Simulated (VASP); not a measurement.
A run of VASP 6.6.1:

INCAR

```
  PREC = Accurate
  ENCUT = 600
  EDIFF = 1E-6
  ISMEAR = 0
  SIGMA = 0.01
  LREAL = False
  LASPH = True
  NELM = 120
  ALGO = Normal
  ISIF = 2
  LWAVE = False
  LCHARG = False
  GGA = PE
  IVDW = 13
  NBANDS = 11
  GGA_COMPAT = False
```

File KPOINTS:

```
Automatic mesh
0
Gamma
  2 2 2
```

File POSCAR:

```
MgS
1.0
    0.0000000000      2.8331200468      2.8331200468
    2.8331200468      0.0000000000      2.8331200468
    2.8331200468      2.8331200468      0.0000000000
Mg S
1 1
Direct
    0.9000000000      0.7760000000      0.8240000000
    1.6500000000      1.5260000000      1.5740000000
```

Potentials or basis: VASP PAW PBE potentials, release 64 (Mg, S).

Run with:

```bash
$ cat potpaw_PBE.64/Mg/POTCAR potpaw_PBE.64/S/POTCAR > POTCAR
$ mpirun -np 1 vasp_std > vasp.out
```

Hardware: 1 thread of AMD EPYC 7R13, on a shared host.

Problem. Estimate the wall time of this run.

Solution. It took 9.7 s on 1 thread of AMD EPYC 7R13, on a shared host, peak memory 0.14 GiB. Counts: scf iterations 13, k points 3.
